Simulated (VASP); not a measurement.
# Al (I4/mmm) in VASP: a series of runs

Al is run at these levels: LDA; tasks: single point.

All numbers are computed with VASP 6.6.1; they aren't measurements. Logs are shortened: lines on timing, memory, paths and dates and some standing lists are left out, and cuts for length are marked.

## Step 1: The cell of the first run

It takes space group I4/mmm (No. 139, tetragonal). The conventional cell has a = 3.298 Å, b = 3.298 Å, c = 3.061 Å, α = 90.00°, β = 90.00°, γ = 90.00°. Within 3.7 Å of Al (site symmetry 4/mmm) lie 14 Al at 2.79 to 3.30 Å.

## Step 2: Single point, LDA (volume 16.650 Å^3 an atom, c/a of the conventional cell 0.9280)

The input, INCAR:

```
  PREC = Accurate
  ENCUT = 520
  EDIFF = 1E-6
  ISMEAR = 0
  SIGMA = 0.15
  LREAL = False
  LASPH = True
  NELM = 80
  ALGO = Normal
  ISIF = 2
  LWAVE = False
  LCHARG = False
  NBANDS = 8
```

The input, KPOINTS:

```
Automatic mesh
0
Gamma
  22 22 22
```

The input, POSCAR:

```
Al
1.0
   -1.6491826483      1.6491826483      1.5304414976
    1.6491826483     -1.6491826483      1.5304414976
    1.6491826483      1.6491826483     -1.5304414976
Al
1
Direct
    0.0000000000      0.0000000000      0.0000000000
```

Potentials or basis: VASP PAW LDA potentials, release 64 (Al).

Command:

```sh
cat potpaw_LDA.64/Al/POTCAR > POTCAR
mpirun -np 1 vasp_std > vasp.out
```

OUTCAR:

```text
PREC = Accurate
   ENCUT = 520
   EDIFF = 1E-6
   ISMEAR = 0
   LREAL = False
   LASPH = True
   NELM = 80
   ISIF = 2

 ion  position               nearest neighbor table
   1  0.000  0.000  0.000-

  LATTYP: Found a body centered tetragonal cell.
 ALAT       =     3.2983652966
 C/A-ratio  =     0.9280000000

  Lattice vectors:

 A1 = (  -1.6491826483,   1.6491826483,   1.5304414976)
 A2 = (   1.6491826483,  -1.6491826483,   1.5304414976)
 A3 = (   1.6491826483,   1.6491826483,  -1.5304414976)

Analysis of symmetry for initial positions (statically):
=====================================================================
 Subroutine PRICEL returns:
 Original cell was already a primitive cell.

 Routine SETGRP: Setting up the symmetry group for a
 body centered tetragonal supercell.

 Subroutine GETGRP returns: Found 16 space group operations
 (whereof 16 operations were pure point group operations)
 out of a pool of 16 trial point group operations.

The static configuration has the point symmetry D_4h.

Analysis of symmetry for dynamics (positions and initial velocities):
=====================================================================
 Subroutine PRICEL returns:
 Original cell was already a primitive cell.

 Routine SETGRP: Setting up the symmetry group for a
 body centered tetragonal supercell.

 Subroutine GETGRP returns: Found 16 space group operations
 (whereof 16 operations were pure point group operations)
 out of a pool of 16 trial point group operations.

The dynamic configuration has the point symmetry D_4h.

 Subroutine INISYM returns: Found 16 space group operations
 (whereof 16 operations are pure point group operations),
 and found     1 'primitive' translations

----------------------------------------------------------------------------------------

                                     Primitive cell

  volume of cell :      16.6500

  direct lattice vectors                    reciprocal lattice vectors
    -1.649182648  1.649182648  1.530441498     0.000000000  0.303180488  0.326703112
     1.649182648 -1.649182648  1.530441498     0.303180488  0.000000000  0.326703112
     1.649182648  1.649182648 -1.530441498     0.303180488  0.303180488  0.000000000

  length of vectors
     2.789598178  2.789598178  2.789598178     0.445705431  0.445705431  0.428761958

  position of ions in fractional coordinates (direct lattice)
     0.000000000  0.000000000  0.000000000

  ion indices of the primitive-cell ions
   primitive index   ion index
                 1           1

----------------------------------------------------------------------------------------

 KPOINTS: Automatic mesh

Automatic generation of k-mesh.
 Grid dimensions read from file:
 generate k-points for:   22   22   22

 Generating k-lattice:

  Cartesian coordinates                     Fractional coordinates (reciprocal lattice)
     0.000000000  0.013780931  0.014850141     0.045454545 -0.000000000  0.000000000
     0.013780931  0.000000000  0.014850141    -0.000000000  0.045454545  0.000000000
     0.013780931  0.013780931  0.000000000     0.000000000  0.000000000  0.045454545

  Length of vectors
     0.020259338  0.020259338  0.019489180

  Shift w.r.t. Gamma in fractional coordinates (k-lattice)
     0.000000000  0.000000000  0.000000000

 Subroutine IBZKPT returns following result:
 ===========================================

 Found    834 irreducible k-points:

 Following reciprocal coordinates:
            Coordinates               Weight
  0.000000  0.000000  0.000000      1.000000
  0.045455 -0.000000  0.000000      8.000000
  0.090909 -0.000000  0.000000      8.000000
  0.136364  0.000000  0.000000      8.000000
  0.181818  0.000000  0.000000      8.000000
  0.227273  0.000000  0.000000      8.000000
[... 16 lines left out ...]
  0.500000  0.045455  0.000000     16.000000
 -0.454545  0.045455  0.000000     16.000000
 [... further k-points ...]
   k-points           NKPTS =    834   k-points in BZ     NKDIM =    834   number of bands    NBANDS=      8
   number of dos      NEDOS =    301   number of ions     NIONS =      1
   total plane-waves  NPLWV =  13824
   dimension x,y,z NGX =    24 NGY =   24 NGZ =   24
   dimension x,y,z NGXF=    48 NGYF=   48 NGZF=   48
   ions per type =               1
   NGX,Y,Z   is equivalent  to a cutoff of  14.30, 14.30, 14.30 a.u.
   NGXF,Y,Z  is equivalent  to a cutoff of  28.61, 28.61, 28.61 a.u.
 SYSTEM =  unknown system
   PREC   = accura    normal or accurate (medium, high low for compatibility)
   ISTART =      0    job   : 0-new  1-cont  2-samecut
   ICHARG =      2    charge: 1-file 2-atom 10-const
   ISPIN  =      1    spin polarized calculation?
   LNONCOLLINEAR =      F non collinear calculations
   LSORBIT =      F    spin-orbit coupling
   LASPH  =      T    aspherical Exc in radial PAW
   ENCUT  =  520.0 eV  38.22 Ry    6.18 a.u.   5.19  5.19  5.19*2*pi/ulx,y,z
   NELM   =     80;   NELMIN=  2; NELMDL= -5     # of ELM steps
   EDIFF  = 0.1E-05   stopping-criterion for ELM
   LREAL  =      F    real-space projection
   EDIFFG = 0.1E-04   stopping-criterion for IOM
   NSW    =      0    number of steps for IOM
   IBRION =     -1    ionic relax: 0-MD 1-quasi-New 2-CG
   NFREE  =      0    steps in history (QN), initial steepest desc. (CG)
   ISIF   =      2    stress and relaxation
   ISYM   =      2    0-nonsym 1-usesym 2-fastsym
   POTIM  = 0.5000    time-step for ionic-motion
   TEBEG  =    0.0;   TEEND  =   0.0 temperature during run
   PSTRESS=    0.0 pullay stress
   NELECT =       3.0000    total number of electrons
   NUPDOWN=      -1.0000    fix difference up-down
   EMIN   =  10.00;   EMAX   =-10.00  energy-range for DOS
   EFERMI =   0.00;   METHOD = LEGACY
   ISMEAR =     0;   SIGMA  =   0.15  broadening in eV -4-tet -1-fermi 0-gaus
   EFERMI_NEDOS =   21; number of points for ismear=-14 and -15
   IALGO  =     38    algorithm
   IMIX   =      4    mixing-type and parameters
     AMIX     =   0.40;   BMIX     =  1.00
     AMIX_MAG =   1.60;   BMIX_MAG =  1.00
  volume/ion in A,a.u.               =      16.65       112.36
  Fermi-wavevector in a.u.,A,eV,Ry     =   0.924650  1.747334 11.632666  0.854977
  Thomas-Fermi vector in A             =   2.050418
   LORBIT       =      0    0 simple, 1 ext, 2 COOP (PROOUT), +10 PAW based schemes
   GGA     = CA    functional components
   LHFCALC =     F    Hartree Fock is set to
   AEXX    =    0.0000 exact exchange contribution
   IVDW    =     0    specifies the selected vdW correction
   LEPSILON=     F    determine dielectric tensor
   LRPA    =     F    only Hartree local field effects (RPA)
 non-spin polarized calculation
 Gauss-broadening in eV      SIGMA  =   0.15
  energy-cutoff  :      520.00
  volume of cell :       16.65
 maximum number of plane-waves:       466
 NGX is ok and might be reduce to    24
   NGX = 11   NGY = 11   NGZ = 11

 number of electron       3.0000000 magnetization

 Free energy of the ion-electron system (eV)
  ---------------------------------------------------
  ext. energy  EPLUGINS =         0.00000000
  ---------------------------------------------------
  free energy    TOTEN  =        -4.09733897 eV

  energy without entropy =       -4.09264310  energy(sigma->0) =       -4.09499104

 E-fermi :   7.6805     XC(G=0): -10.3129

 val. band max:        7.6788799284   @ k =  -0.2727   0.5000   0.1364
 cond. band min:       7.6808396946   @ k =   0.4545   0.1818   0.0909
 fundamental gap:      0.0019597662
 Fermi energy:         7.6805421483

 k-point     1 :       0.0000    0.0000    0.0000
  band No.  band energies     occupation
      1      -3.3367      2.00000
      2      19.7366      0.00000
      3      21.5082      0.00000
      4      21.5082      0.00000
      5      21.5181      0.00000
      6      21.5181      0.00000
      7      22.5795      0.00000
      8      22.8454      0.00000

 k-point     2 :       0.0455   -0.0000    0.0000
  band No.  band energies     occupation
      1      -3.2761      2.00000
      2      19.3453      0.00000
      3      20.5367      0.00000
      4      20.9665      0.00000
      5      21.3339      0.00000
      6      22.2556      0.00000
      7      22.6165      0.00000
      8      23.2612      0.00000

 k-point     3 :       0.0909   -0.0000    0.0000
  band No.  band energies     occupation
      1      -3.0943      2.00000
      2      18.6226      0.00000
      3      18.9224      0.00000
      4      20.2323      0.00000
      5      20.5840      0.00000
      6      22.6222      0.00000
      7      23.3273      0.00000
      8      23.5438      0.00000

 k-point     4 :       0.1364    0.0000    0.0000
  band No.  band energies     occupation
      1      -2.7919      2.00000
      2      17.0576      0.00000
      3      17.8944      0.00000
      4      19.4027      0.00000
      5      19.8709      0.00000
      6      21.9941      0.00000
      7      24.0380      0.00000
      8      24.5266      0.00000

 k-point     5 :       0.1818    0.0000    0.0000
  band No.  band energies     occupation
      1      -2.3696      2.00000
      2      15.1524      0.00000
      3      17.2346      0.00000
      4      18.5877      0.00000
      5      19.2170      0.00000
      6      21.3059      0.00000
      7      24.4601      0.00000
      8      25.1010      0.00000

 k-point     6 :       0.2273    0.0000    0.0000
  band No.  band energies     occupation
      1      -1.8284      2.00000
      2      13.2834      0.00000
      3      16.6637      0.00000
      4      17.8373      0.00000
      5      18.6342      0.00000
      6      20.6661      0.00000
      7      24.8512      0.00000
      8      25.8433      0.00000

 k-point     7 :       0.2727    0.0000    0.0000
  band No.  band energies     occupation
      1      -1.1698      2.00000
      2      11.4822      0.00000
      3      16.1888      0.00000
      4      17.1745      0.00000
      5      18.1326      0.00000
      6      20.0975      0.00000
      7      25.2932      0.00000
      8      26.6786      0.00000

 k-point     8 :       0.3182    0.0000    0.0000
  band No.  band energies     occupation
      1      -0.3954      2.00000
      2       9.7640      0.00000
      3      15.8130      0.00000
      4      16.6100      0.00000
      5      17.7183      0.00000
      6      19.6137      0.00000
      7      25.8072      0.00000
      8      27.5845      0.00000

 k-point     9 :       0.3636    0.0000   -0.0000
  band No.  band energies     occupation
      1       0.4927      2.00000
      2       8.1379      0.00002
      3      15.5372      0.00000
      4      16.1501      0.00000
      5      17.3948      0.00000
      6      19.2253      0.00000
      7      26.3912      0.00000
      8      28.5390      0.00000

 k-point    10 :       0.4091   -0.0000    0.0000
  band No.  band energies     occupation
      1       1.4913      2.00000
      2       6.6103      2.00000
      3      15.3605      0.00000
      4      15.7996      0.00000
      5      17.1636      0.00000
      6      18.9413      0.00000
      7      27.0202      0.00000
      8      29.4919      0.00000
[... 78 lines left out ...]
 k-point    18 :       0.2727    0.0455    0.0000
  band No.  band energies     occupation
      1      -0.7256      2.00000
      2      10.5857      0.00000
      3      15.7988      0.00000
      4      16.1710      0.00000
      5      18.6407      0.00000
      6      20.0230      0.00000
      7      24.5909      0.00000
      8      27.8277      0.00000

 k-point    19 :       0.3182    0.0455   -0.0000
  band No.  band energies     occupation
      1       0.1100      2.00000
      2       8.9174      0.00000
      3      15.2974      0.00000
      4      15.8423      0.00000
      5      18.2123      0.00000
      6      19.6675      0.00000
      7      25.1441      0.00000
      8      28.8066      0.00000

 k-point    20 :       0.3636    0.0455    0.0000
  band No.  band energies     occupation
      1       1.0577      2.00000
      2       7.3442      1.99848
      3      14.8961      0.00000
      4      15.6195      0.00000
      5      17.8714      0.00000
      6      19.4128      0.00000
      7      25.7833      0.00000
      8      29.7236      0.00000

 k-point    21 :       0.4091    0.0455    0.0000
  band No.  band energies     occupation
      1       2.1129      2.00000
      2       5.8736      2.00000
      3      14.5992      0.00000
      4      15.5008      0.00000
      5      17.6235      0.00000
      6      19.2634      0.00000
      7      26.4899      0.00000
      8      30.4124      0.00000

 k-point    22 :       0.4545    0.0455    0.0000
  band No.  band energies     occupation
      1       3.2498      2.00000
      2       4.5327      2.00000
      3      14.4082      0.00000
      4      15.4859      0.00000
      5      17.4726      0.00000
      6      19.2218      0.00000
      7      27.2128      0.00000
      8      30.4988      0.00000

 k-point    23 :       0.5000    0.0455    0.0000
  band No.  band energies     occupation
      1       3.1653      2.00000
      2       4.6251      2.00000
      3      14.3237      0.00000
      4      15.5744      0.00000
      5      17.4218      0.00000
      6      19.2882      0.00000
      7      27.7917      0.00000
      8      30.0300      0.00000

 k-point    24 :      -0.4545    0.0455    0.0000
  band No.  band energies     occupation
      1       2.0306      2.00000
      2       5.9796      2.00000
      3      14.3457      0.00000
      4      15.7659      0.00000
      5      17.4731      0.00000
      6      19.4612      0.00000
      7      27.8757      0.00000
      8      29.2527      0.00000

 [... further k-points ...]
[... 5 lines left out ...]
  --------------------------------------------------------------------------------------
  -------------------------------------------------------------------------------------
  Total       -0.1275964     -0.1275964     -0.3343231      0.0000000     -0.0000000      0.0000000
  in kB      -12.2782021    -12.2782021    -32.1708691      0.0000000     -0.0000000      0.0000000
  external PRESSURE =     -18.9090911 kB  Pullay stress =       0.0000000 kB

 VOLUME and BASIS-vectors are now :
 -----------------------------------------------------------------------------
  energy-cutoff  :      520.00
  volume of cell :       16.65
      direct lattice vectors                 reciprocal lattice vectors
    -1.649182648  1.649182648  1.530441498     0.000000000  0.303180488  0.326703112
     1.649182648 -1.649182648  1.530441498     0.303180488  0.000000000  0.326703112
     1.649182648  1.649182648 -1.530441498     0.303180488  0.303180488  0.000000000

 POSITION                                       TOTAL-FORCE (eV/Angst)
 -----------------------------------------------------------------------------------
      0.00000      0.00000      0.00000         0.000000      0.000000     -0.000000
 -----------------------------------------------------------------------------------
    total drift:                                0.000000      0.000000      0.000000

  FREE ENERGIE OF THE ION-ELECTRON SYSTEM (eV)
  ---------------------------------------------------
  free  energy   TOTEN  =        -4.0973389662 eV

  energy  without entropy=       -4.0926431047  energy(sigma->0) =       -4.09499104
```

It took 23 s on 1 thread of Intel Xeon 6975P-C (Granite Rapids), shared host; peak memory 0.2 GiB.

What came out:

```yaml
Free_energy: -4.0973 eV
Pressure: -1.9 GPa
```

Levels at points of the mesh, in eV from the Fermi level:
```csv
k point,band 1,band 2,band 3,band 4,band 5,band 6
"(0.00, 0.00, 0.00)",-11.02,12.06,13.83,13.83,13.84,13.84
"(0.50, 0.00, 0.00)",-4.09,-3.59,7.58,7.80,9.30,11.03
"(0.50, 0.50, 0.00)",-4.45,-4.31,9.00,9.39,11.13,11.82
"(0.50, 0.50, 0.50)",1.19,1.19,2.71,2.95,3.29,5.88
```

## Step 3: Single point, LDA (volume 17.083 Å^3 an atom, c/a of the conventional cell 1.3484)

The input, INCAR:

```
SYSTEM = Al
ALGO = Fast
EDIFF = 1E-6
ENCUT = 520
GGA = CA
ISIF = 2
ISMEAR = 0
LASPH = .TRUE.
LCHARG = .FALSE.
LREAL = .FALSE.
LWAVE = .FALSE.
NBANDS = 8
NELM = 100
PREC = Accurate
SIGMA = 0.15
```

The input, KPOINTS:

```
k-points
0
G
  22 22 22
  0 0 0
```

The input, POSCAR:

```
Al
1.0
   -1.4685716335      1.4685716335      1.9802219906
    1.4685716335     -1.4685716335      1.9802219906
    1.4685716335      1.4685716335     -1.9802219906
Al
1
Direct
    0.0000000000      0.0000000000      0.0000000000
```

Potentials or basis: VASP PAW LDA potentials, release 64 (Al).

Command:

```sh
cat potpaw_LDA.64/Al/POTCAR > POTCAR
mpirun -np 1 vasp_std > vasp.out
```

Wall time 32 s (1 thread of Intel Xeon 6975P-C (Granite Rapids), shared host); peak memory 0.2 GiB.

Results (log left out):

```
Free energy : -4.1683 eV
Pressure    : -5.3 GPa
```

Stress tensor (GPa, compression positive):
```
-6.00  0.00  0.00
 0.00 -6.00  0.00
 0.00  0.00 -3.91
```

Levels at points of the mesh, in eV from the Fermi level:
```
           k point  band 1  band 2  band 3  band 4  band 5
(0.00, 0.00, 0.00)  -10.86   12.25   12.25   12.75   13.37
(0.50, 0.00, 0.00)   -4.40   -4.34   10.33   10.78   11.29
(0.50, 0.50, 0.00)   -3.02   -1.93    5.50    5.52    5.85
(0.50, 0.50, 0.50)   -2.35   -0.95    4.82    4.82    4.95
```

## Step 4: Single point, LDA (volume 17.083 Å^3 an atom, c/a of the conventional cell 1.1612)

The input, INCAR:

```
ALGO = Fast
EDIFF = 1E-6
ENCUT = 520
ISIF = 2
ISMEAR = 0
LASPH = True
LCHARG = False
LREAL = False
LWAVE = False
NBANDS = 8
NELM = 60
PREC = Accurate
SIGMA = 0.15
```

The input, KPOINTS:

```
k-points
0
Gamma
  22 22 22
```

The input, POSCAR:

```
Al
1.0
   -1.5435914848      1.5435914848      1.7924184322
    1.5435914848     -1.5435914848      1.7924184322
    1.5435914848      1.5435914848     -1.7924184322
Al
1
Direct
    0.0000000000      0.0000000000      0.0000000000
```

Command:

```sh
cat potpaw_LDA.64/Al/POTCAR > POTCAR
mpirun -np 1 vasp_std > vasp.out
```

Wall time 31 s (1 thread of Intel Xeon 6975P-C (Granite Rapids), shared host); peak memory 0.2 GiB.

Results (log left out):

```yaml
Free_energy: -4.1169 eV
Pressure: -3.9 GPa
```

Stress tensor (GPa, compression positive):
```
-6.14  0.00  0.00
 0.00 -6.14  0.00
 0.00  0.00  0.44
```

Levels at points of the mesh, in eV from the Fermi level:
```
           k point  band 1  band 2  band 3  band 4  band 5  band 6
(0.00, 0.00, 0.00)  -10.82   12.29   12.29   13.39   13.88   13.88
(0.50, 0.00, 0.00)   -4.29   -4.15    8.91    9.39   10.89   11.69
(0.50, 0.50, 0.00)   -3.60   -2.87    6.37    6.56    7.60   10.00
(0.50, 0.50, 0.50)   -0.53    1.25    3.25    3.25    4.00    6.29
```

## Step 5: The runs side by side

| cell | gap on the mesh (eV) | pressure (GPa) |
| --- | --- | --- |
| a = 2.790 Å, angles 107.5, 107.5, 113.5°, 1 atom | none | -1.9 |
| a = 2.870 Å, angles 118.4, 118.4, 92.7°, 1 atom | none | -5.3 |
| a = 2.825 Å, angles 113.7, 113.7, 101.2°, 1 atom | none | -3.9 |

Alike in all rows: task single point; level LDA; potentials or basis VASP PAW LDA potentials, release 64 (Al); no spin polarisation; k mesh 22 × 22 × 22; cutoff (eV) 520; smearing gaussian 0.15 eV.

Total energies depend on the potentials used, so only differences within one code and one set of settings carry meaning.
